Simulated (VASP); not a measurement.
Na2S:

```
CELL_PARAMETERS angstrom
0.00000 3.25543 3.25543
3.25543 0.00000 3.25543
3.25543 3.25543 0.00000
ATOMIC_POSITIONS crystal
S 0.00000 0.00000 0.00000
Na 0.25000 0.25000 0.25000
Na 0.75000 0.75000 0.75000
```

Base run:

| Quantity | Value |
| --- | --- |
| Program | VASP 6.6.1 |
| Functional | PBE |
| Potentials or basis | VASP PAW PBE potentials, release 64 (S, Na_pv) |
| Cutoff | 500 eV |
| k mesh | 4 × 4 × 4 |
| Occupations | gaussian, width 0.01 eV |
| Spin | no spin polarisation |

Its results: band gap on the k mesh 2.53 eV; pressure 0.9 GPa.

Q: The run is repeated on the same cell with these changes: functional from PBE to HSE06; cutoff from 500 eV to 400 eV. What comes out?

A: Band gap on the k mesh 3.52 eV; pressure 0.0 GPa.

Caveats: the structure was generated, so it needn't be the stable form of Na2S; the PAW data sets were made with another functional, which shifts forces and pressure a little (at least some runs).

